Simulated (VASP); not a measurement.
# Hg (I4_1/amd) in VASP: single point with PBE

Aim: the single point of Hg with PBE.

Program: VASP 6.6.1. These are calculated values, not measurements. Logs are shortened: lines on timing, memory, paths and dates and some standing lists are left out, and cuts for length are marked.

## (1) The cell of the first run

It takes space group I4_1/amd (No. 141, tetragonal). Conventional cell: a = 5.745 Å, b = 5.745 Å, c = 3.131 Å, α = 90.00°, β = 90.00°, γ = 90.00°. Hg (site symmetry -4m2) has 10 Hg at 2.98 to 3.71 Å within 3.9 Å.

## (2) Single point, PBE (strained)

INCAR

```
SYSTEM = Hg
  ALGO = Fast
  EDIFF = 1E-6
  ENCUT = 520
  GGA = PE
  ISIF = 2
  ISMEAR = 0
  LASPH = .TRUE.
  LCHARG = .TRUE.
  LELF = .TRUE.
  LREAL = .FALSE.
  LVHAR = .TRUE.
  LWAVE = .FALSE.
  NBANDS = 19
  NELM = 100
  PREC = Accurate
  SIGMA = 0.1
```

KPOINTS

```
k-points
0
G
  16 16 16
  0 0 0
```

POSCAR

```
Hg
1.0
   -2.8726825294      2.8726825294      1.5655075146
    2.8726825294     -2.8726825294      1.5655075146
    2.8726825294      2.8726825294     -1.5655075146
Hg
2
Direct
    0.7500000000      0.2500000000      0.5000000000
    0.0000000000      0.0000000000      0.0000000000
```

Potentials or basis: VASP PAW PBE potentials, release 64 (Hg).

On the command line:

```
$ cat potpaw_PBE.64/Hg/POTCAR > POTCAR
$ mpirun -np 1 vasp_std > vasp.out
```

OUTCAR:

```text
SYSTEM = Hg
   EDIFF = 1E-6
   ENCUT = 520
   GGA = PE
   ISIF = 2
   ISMEAR = 0
   LASPH = .TRUE.
   LREAL = .FALSE.
   NELM = 100
   PREC = Accurate

 ion  position               nearest neighbor table
   1  0.750  0.250  0.500-   2 2.98   2 2.98   2 2.98   2 2.98   2 3.71   2 3.71   2 3.71   2 3.71

   2  0.000  0.000  0.000-   1 2.98   1 2.98   1 2.98   1 2.98   1 3.71   1 3.71   1 3.71   1 3.71

  LATTYP: Found a body centered tetragonal cell.
 ALAT       =     5.7453650588
 C/A-ratio  =     0.5449636354

  Lattice vectors:

 A1 = (  -2.8726825294,   2.8726825294,   1.5655075146)
 A2 = (   2.8726825294,  -2.8726825294,   1.5655075146)
 A3 = (   2.8726825294,   2.8726825294,  -1.5655075146)

Analysis of symmetry for initial positions (statically):
=====================================================================
 Subroutine PRICEL returns:
 Original cell was already a primitive cell.

 Routine SETGRP: Setting up the symmetry group for a
 body centered tetragonal supercell.

 Subroutine GETGRP returns: Found 16 space group operations
 (whereof  8 operations were pure point group operations)
 out of a pool of 16 trial point group operations.

The static configuration has the point symmetry D_2d.
 The point group associated with its full space group is D_4h.

Analysis of symmetry for dynamics (positions and initial velocities):
=====================================================================
 Subroutine PRICEL returns:
 Original cell was already a primitive cell.

 Routine SETGRP: Setting up the symmetry group for a
 body centered tetragonal supercell.

 Subroutine GETGRP returns: Found 16 space group operations
 (whereof  8 operations were pure point group operations)
 out of a pool of 16 trial point group operations.

The dynamic configuration has the point symmetry D_2d.
 The point group associated with its full space group is D_4h.

 Subroutine INISYM returns: Found 16 space group operations
 (whereof  8 operations are pure point group operations),
 and found     1 'primitive' translations

----------------------------------------------------------------------------------------

                                     Primitive cell

  volume of cell :      51.6762

  direct lattice vectors                    reciprocal lattice vectors
    -2.872682529  2.872682529  1.565507515     0.000000000  0.174053344  0.319385244
     2.872682529 -2.872682529  1.565507515     0.174053344  0.000000000  0.319385244
     2.872682529  2.872682529 -1.565507515     0.174053344  0.174053344  0.000000000

  length of vectors
     4.353782678  4.353782678  4.353782678     0.363732733  0.363732733  0.246148599

  position of ions in fractional coordinates (direct lattice)
     0.750000000  0.250000000  0.500000000
     0.000000000  0.000000000  0.000000000

  ion indices of the primitive-cell ions
   primitive index   ion index
                 1           1
                 2           2

----------------------------------------------------------------------------------------

 KPOINTS: k-points

Automatic generation of k-mesh.
 Grid dimensions read from file:
 generate k-points for:   16   16   16

 Generating k-lattice:

  Cartesian coordinates                     Fractional coordinates (reciprocal lattice)
     0.000000000  0.010878334  0.019961578     0.062500000  0.000000000  0.000000000
     0.010878334  0.000000000  0.019961578     0.000000000  0.062500000  0.000000000
     0.010878334  0.010878334  0.000000000     0.000000000  0.000000000  0.062500000

  Length of vectors
     0.022733296  0.022733296  0.015384287

  Shift w.r.t. Gamma in fractional coordinates (k-lattice)
     0.000000000  0.000000000  0.000000000

 Subroutine IBZKPT returns following result:
 ===========================================

 Found    349 irreducible k-points:

 Following reciprocal coordinates:
            Coordinates               Weight
  0.000000  0.000000  0.000000      1.000000
  0.062500  0.000000 -0.000000      8.000000
  0.125000  0.000000 -0.000000      8.000000
  0.187500  0.000000 -0.000000      8.000000
  0.250000  0.000000 -0.000000      8.000000
  0.312500  0.000000 -0.000000      8.000000
[... 16 lines left out ...]
 -0.125000  0.062500  0.000000     16.000000
 -0.062500  0.062500  0.000000      4.000000
 [... further k-points ...]
   k-points           NKPTS =    349   k-points in BZ     NKDIM =    349   number of bands    NBANDS=     19
   number of dos      NEDOS =    301   number of ions     NIONS =      2
   total plane-waves  NPLWV =  32768
   dimension x,y,z NGX =    32 NGY =   32 NGZ =   32
   dimension x,y,z NGXF=    64 NGYF=   64 NGZF=   64
   ions per type =               2
   NGX,Y,Z   is equivalent  to a cutoff of  12.22, 12.22, 12.22 a.u.
   NGXF,Y,Z  is equivalent  to a cutoff of  24.44, 24.44, 24.44 a.u.
 SYSTEM =  Hg
   PREC   = accura    normal or accurate (medium, high low for compatibility)
   ISTART =      0    job   : 0-new  1-cont  2-samecut
   ICHARG =      2    charge: 1-file 2-atom 10-const
   ISPIN  =      1    spin polarized calculation?
   LNONCOLLINEAR =      F non collinear calculations
   LSORBIT =      F    spin-orbit coupling
   LASPH  =      T    aspherical Exc in radial PAW
   ENCUT  =  520.0 eV  38.22 Ry    6.18 a.u.   8.10  8.10  8.10*2*pi/ulx,y,z
   NELM   =    100;   NELMIN=  2; NELMDL= -5     # of ELM steps
   EDIFF  = 0.1E-05   stopping-criterion for ELM
   LREAL  =      F    real-space projection
   EDIFFG = 0.1E-04   stopping-criterion for IOM
   NSW    =      0    number of steps for IOM
   IBRION =     -1    ionic relax: 0-MD 1-quasi-New 2-CG
   NFREE  =      0    steps in history (QN), initial steepest desc. (CG)
   ISIF   =      2    stress and relaxation
   ISYM   =      2    0-nonsym 1-usesym 2-fastsym
   POTIM  = 0.5000    time-step for ionic-motion
   TEBEG  =    0.0;   TEEND  =   0.0 temperature during run
   PSTRESS=    0.0 pullay stress
   NELECT =      24.0000    total number of electrons
   NUPDOWN=      -1.0000    fix difference up-down
   EMIN   =  10.00;   EMAX   =-10.00  energy-range for DOS
   EFERMI =   0.00;   METHOD = LEGACY
   ISMEAR =     0;   SIGMA  =   0.10  broadening in eV -4-tet -1-fermi 0-gaus
   EFERMI_NEDOS =   21; number of points for ismear=-14 and -15
   IALGO  =     68    algorithm
   IMIX   =      4    mixing-type and parameters
     AMIX     =   0.40;   BMIX     =  1.00
     AMIX_MAG =   1.60;   BMIX_MAG =  1.00
  volume/ion in A,a.u.               =      25.84       174.36
  Fermi-wavevector in a.u.,A,eV,Ry     =   1.267793  2.395782 21.868641  1.607300
  Thomas-Fermi vector in A             =   2.400922
   LORBIT       =      0    0 simple, 1 ext, 2 COOP (PROOUT), +10 PAW based schemes
   GGA     = PE    functional components
   LHFCALC =     F    Hartree Fock is set to
   AEXX    =    0.0000 exact exchange contribution
   IVDW    =     0    specifies the selected vdW correction
   LEPSILON=     F    determine dielectric tensor
   LRPA    =     F    only Hartree local field effects (RPA)
 non-spin polarized calculation
 RMM-DIIS sequential band-by-band and
 Gauss-broadening in eV      SIGMA  =   0.10
  energy-cutoff  :      520.00
  volume of cell :       51.68
 maximum number of plane-waves:      1414
   NGX = 17   NGY = 17   NGZ = 17

 number of electron      24.0000008 magnetization

 Free energy of the ion-electron system (eV)
  ---------------------------------------------------
  ext. energy  EPLUGINS =         0.00000000
  ---------------------------------------------------
  free energy    TOTEN  =        -0.27847748 eV

  energy without entropy =       -0.27604860  energy(sigma->0) =       -0.27726304

 E-fermi :   2.1904     XC(G=0): -10.3130

 val. band max:        2.1835205651   @ k =  -0.2500  -0.3125   0.1250
 cond. band min:       2.1950263397   @ k =  -0.3125  -0.4375   0.3125
 fundamental gap:      0.0115057746
 Fermi energy:         2.1904134725

 k-point     1 :       0.0000    0.0000    0.0000
  band No.  band energies     occupation
      1      -6.3783      2.00000
      2      -5.7028      2.00000
      3      -5.5930      2.00000
      4      -5.3356      2.00000
      5      -5.2352      2.00000
      6      -4.1996      2.00000
[... 11 lines left out ...]
     18      15.2431      0.00000
     19      15.2917      0.00000

 k-point     2 :       0.0625    0.0000   -0.0000
  band No.  band energies     occupation
      1      -6.2908      2.00000
      2      -5.6940      2.00000
      3      -5.5700      2.00000
      4      -5.2756      2.00000
      5      -5.1998      2.00000
      6      -4.2768      2.00000
[... 11 lines left out ...]
     18      14.2748      0.00000
     19      14.4439      0.00000

 k-point     3 :       0.1250    0.0000   -0.0000
  band No.  band energies     occupation
      1      -6.0463      2.00000
      2      -5.6613      2.00000
      3      -5.5044      2.00000
      4      -5.1169      2.00000
      5      -5.0856      2.00000
      6      -4.4163      2.00000
[... 11 lines left out ...]
     18      13.0603      0.00000
     19      13.6199      0.00000

 k-point     4 :       0.1875    0.0000   -0.0000
  band No.  band energies     occupation
      1      -5.7365      2.00000
      2      -5.5918      2.00000
      3      -5.4071      2.00000
      4      -4.9101      2.00000
      5      -4.8614      2.00000
      6      -4.5808      2.00000
[... 11 lines left out ...]
     18      12.2632      0.00000
     19      12.9384      0.00000

 k-point     5 :       0.2500    0.0000   -0.0000
  band No.  band energies     occupation
      1      -5.5776      2.00000
      2      -5.4644      2.00000
      3      -5.3029      2.00000
      4      -4.7367      2.00000
      5      -4.7317      2.00000
      6      -4.5871      2.00000
[... 11 lines left out ...]
     18      11.6064      0.00000
     19      12.0074      0.00000
[... 334 lines left out ...]
      2      -5.5053      2.00000
      3      -5.3519      2.00000
      4      -4.9376      2.00000
      5      -4.8927      2.00000
      6      -4.5469      2.00000
[... 11 lines left out ...]
     18      11.5700      0.00000
     19      13.1792      0.00000

 k-point    22 :      -0.1875    0.0625    0.0000
  band No.  band energies     occupation
      1      -5.9385      2.00000
      2      -5.6178      2.00000
      3      -5.4564      2.00000
      4      -5.1444      2.00000
      5      -5.1053      2.00000
      6      -4.3980      2.00000
[... 11 lines left out ...]
     18      12.7991      0.00000
     19      13.6343      0.00000

 k-point    23 :      -0.1250    0.0625    0.0000
  band No.  band energies     occupation
      1      -6.2101      2.00000
      2      -5.6686      2.00000
      3      -5.5355      2.00000
      4      -5.2870      2.00000
      5      -5.2132      2.00000
      6      -4.2712      2.00000
[... 11 lines left out ...]
     18      13.9097      0.00000
     19      14.2625      0.00000

 k-point    24 :      -0.0625    0.0625    0.0000
  band No.  band energies     occupation
      1      -6.3372      2.00000
      2      -5.6904      2.00000
      3      -5.5752      2.00000
      4      -5.3407      2.00000
      5      -5.2413      2.00000
      6      -4.2069      2.00000
[... 11 lines left out ...]
     18      15.0593      0.00000
     19      15.0927      0.00000

 [... further k-points ...]
[... 5 lines left out ...]
  --------------------------------------------------------------------------------------
  -------------------------------------------------------------------------------------
  Total        1.2233009      1.2233009      0.8046047      0.0000000      0.0000000      0.0000000
  in kB       37.9274354     37.9274354     24.9461033      0.0000000      0.0000000      0.0000000
  external PRESSURE =      33.6003247 kB  Pullay stress =       0.0000000 kB

 VOLUME and BASIS-vectors are now :
 -----------------------------------------------------------------------------
  energy-cutoff  :      520.00
  volume of cell :       51.68
      direct lattice vectors                 reciprocal lattice vectors
    -2.872682529  2.872682529  1.565507515     0.000000000  0.174053344  0.319385244
     2.872682529 -2.872682529  1.565507515     0.174053344  0.000000000  0.319385244
     2.872682529  2.872682529 -1.565507515     0.174053344  0.174053344  0.000000000

 POSITION                                       TOTAL-FORCE (eV/Angst)
 -----------------------------------------------------------------------------------
      0.00000      2.87268      0.78275         0.000000     -0.000000     -0.000000
      0.00000      0.00000      0.00000        -0.000000      0.000000      0.000000
 -----------------------------------------------------------------------------------
    total drift:                                0.000000     -0.000000      0.000000

  FREE ENERGIE OF THE ION-ELECTRON SYSTEM (eV)
  ---------------------------------------------------
  free  energy   TOTEN  =        -0.2784774782 eV

  energy  without entropy=       -0.2760485997  energy(sigma->0) =       -0.27726304
```

Wall time 5.7 min (1 thread of Oxide Virtual Turin-like, shared host); peak memory 0.35 GiB.

Results:

```
Free energy            : -0.2785 eV
Pressure               : 3.4 GPa
Band gap on the k mesh : zero (band 12 reaches 4.87 eV, above the bottom of band 13 at 0.49 eV)
```

Caveat: the cell differs from its parent crystal (strained); spin-orbit coupling is left out, which moves the levels of the heavy elements.
